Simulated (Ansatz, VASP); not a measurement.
Two plane-wave programs on HgSe

```
CELL_PARAMETERS angstrom
0.00000 3.08710 3.08710
3.08710 0.00000 3.08710
3.08710 3.08710 0.00000
ATOMIC_POSITIONS crystal
Hg 0.00000 0.00000 0.00000
Se 0.25000 0.25000 0.25000
```

Alike in both runs: task single point; functional PBE; k mesh 12 × 12 × 12; occupations gaussian, width 0.1 eV; non-collinear spin, spin-orbit coupling.

|  | VASP | Ansatz |
| --- | --- | --- |
| version | VASP 6.6.1 | Ansatz 0.2.0 |
| potentials or method | VASP PAW PBE potentials, release 64 (Hg, Se), cutoff 500 eV | plane waves, PAW |
| valence electrons in the cell | 18 | 36 |

|  | VASP | Ansatz | Ansatz less VASP |
| --- | --- | --- | --- |
| pressure (GPa) | 1.8 | 1.4 | -0.41 |
| net moment per atom (μB) | 0.00 | 0.00 | 0.000 |

VASP's potentials hold 18 valence electrons a cell and Ansatz's 36, so a difference there can come from the potentials and not from the codes.
